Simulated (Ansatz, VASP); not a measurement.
Sn3GeO8 in VASP and in Ansatz

```
CELL_PARAMETERS angstrom
3.34579 -3.36041 0.00000
3.34579 3.36041 0.00000
0.00000 0.00000 6.31895
ATOMIC_POSITIONS crystal
Sn 0.50000 0.50000 0.50000
Sn 0.00000 0.00000 0.75649
Sn 0.00000 0.00000 0.24351
Ge 0.50000 0.50000 0.00000
O 0.20720 0.20720 0.00000
O 0.19233 0.19233 0.50000
O 0.79280 0.79280 0.00000
O 0.80767 0.80767 0.50000
O 0.68720 0.31280 0.76598
O 0.68720 0.31280 0.23402
O 0.31280 0.68720 0.76598
O 0.31280 0.68720 0.23402
```

Alike in both runs: functional PBE; k mesh 6 × 6 × 4; occupations gaussian, width 0.02 eV; no spin polarisation.

Ansatz relaxed the structure, and its values are those at the end. VASP's run is a single point on that final structure, the one shown.

|  | VASP | Ansatz |
| --- | --- | --- |
| version | VASP 6.6.1 | Ansatz 0.2.0 |
| potentials or method | VASP PAW PBE potentials, release 64 (Sn_d, Ge_d, O), cutoff 520 eV | scalar-relativistic, plane waves, PAW |
| valence electrons in the cell | 104 | 104 |

Ansatz gave:

| Item | Value |
| --- | --- |
| gap on the k mesh at the Fermi level (eV) | 0.63 |
| least direct gap on the mesh (eV) | 0.63 |
| pressure (GPa) | 0.0 |
| rms of the force components (eV/Å) | 0.002 |

Problem. What did VASP give for the same quantities?

Solution. gap on the k mesh at the Fermi level (eV): 0.62; least direct gap on the mesh (eV): 0.62; pressure (GPa): 0.5; rms of the force components (eV/Å): 0.015.
